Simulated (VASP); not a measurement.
Li16H (a cell with a defect), 17 atoms in the cell. The cell holds a defect, 17 atoms: a = 6.980 Å, b = 6.980 Å, c = 6.980 Å, α = 90.00°, β = 90.00°, γ = 90.00°. 

```yaml
Program: VASP 6.6.1
Task: single point
Functional: PBE
Potentials_or_basis: VASP PAW PBE potentials, release 64 (Li_sv, H)
Cutoff: 520 eV
k_mesh: 3 × 3 × 3
Occupations: gaussian, width 0.15 eV
Spin: no spin polarisation
Dipole_correction: no
Further_INCAR_settings: LREAL = Auto; ALGO = Normal; EDIFF = 1e-06; NBANDS = 38
```

Potentials or basis: VASP PAW PBE potentials, release 64 (Li_sv, H).

Run with:

```bash
$ cat potpaw_PBE.64/Li_sv/POTCAR potpaw_PBE.64/H/POTCAR > POTCAR
$ mpirun -np 1 vasp_std > vasp.out
```

Hardware: 1 thread of Oxide Virtual Turin-like Processor, with other jobs on the host.

Problem. Estimate the wall time of this run.

Solution. Wall time 5.7 min on 1 thread of Oxide Virtual Turin-like Processor, with other jobs on the host, peak memory 0.38 GiB. Counts: scf iterations 13, k points 14.
